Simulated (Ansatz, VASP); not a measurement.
# Two plane-wave programs on SnO

Contents of POSCAR:

```
SnO
1.0
    3.4836217635      0.0000000000      0.0000000000
    0.0000000000      3.4836217635      0.0000000000
    0.0000000000      0.0000000000      5.7603454242
Sn O
2 2
Direct
    0.0000000000      0.5000000000      0.2385000000
    0.5000000000      0.0000000000      0.7615000000
    0.0000000000      0.0000000000      0.0000000000
    0.5000000000      0.5000000000      0.0000000000
```

The input INCAR.step1:

```
PREC = Accurate
ENCUT = 520
ISMEAR = 0
SIGMA = 0.03
LREAL = F
LASPH = T
NELM = 80
NBANDS = 28
GGA = PE
ALGO = Normal
EDIFF = 1E-4
LWAVE = T
LCHARG = F
```

The input INCAR.step2:

```
PREC = Accurate
ENCUT = 520
EDIFF = 1E-6
ISMEAR = 0
SIGMA = 0.03
LREAL = F
LASPH = T
NELM = 80
ALGO = Normal
ISIF = 2
LWAVE = F
LCHARG = T
METAGGA = R2SCAN
LMIXTAU = T
LELF = T
LVHAR = T
NBANDS = 28
ISTART = 1
```

Contents of KPOINTS:

```
Automatic mesh
0
Gamma
  10 10 8
```

Input for Ansatz:

```yaml
crystal:
  lattice:
    - [3.4836217635, 0.0, 0.0]
    - [0.0, 3.4836217635, 0.0]
    - [0.0, 0.0, 5.7603454242]
  atoms:
    - { symbol: Sn, position: [0.0, 0.5, 0.2385] }
    - { symbol: Sn, position: [0.5, 0.0, 0.7615] }
    - { symbol: O, position: [0.0, 0.0, 0.0] }
    - { symbol: O, position: [0.5, 0.5, 0.0] }
basis:
  ecutwfc: 500
kpoints:
  mp_grid: { grid: [10, 10, 8] }
hamiltonian:
  xc: r2scan
scf:
  occupations: { method: gaussian, width: 0.03 }
output:
  forces: true
  stress: true
  eigenvalues: true
```

Alike in both runs: task single point; functional r2SCAN; k mesh 10 × 10 × 8; occupations gaussian, width 0.03 eV; no spin polarisation.

```csv
,VASP,Ansatz
version,VASP 6.6.1,Ansatz 0.2.0
potentials or method,"VASP PAW PBE potentials, release 64 (Sn_d, O), cutoff 520 eV","scalar-relativistic, plane waves, PAW"
valence electrons in the cell,40,40
```

VASP gave:

* gap on the k mesh at the Fermi level (eV): 0.39
* least direct gap on the mesh (eV): 1.20
* pressure (GPa): 3.9
* traceless stress, the component that is largest in VASP (GPa): -19.98
* rms of the force components (eV/Å): 1.117

**Question.** Estimate Ansatz's values.

**Answer.** gap on the k mesh at the Fermi level (eV): 0.40; least direct gap on the mesh (eV): 1.20; pressure (GPa): 3.3; traceless stress, the component that is largest in VASP (GPa): -20.07; rms of the force components (eV/Å): 1.173.

VASP's potentials were made for PBE, not for r2SCAN. Atom by atom the forces differ by 0.056 eV/Å (rms over components). The functional is the same, so the differences come from potentials, cutoffs and numerics.
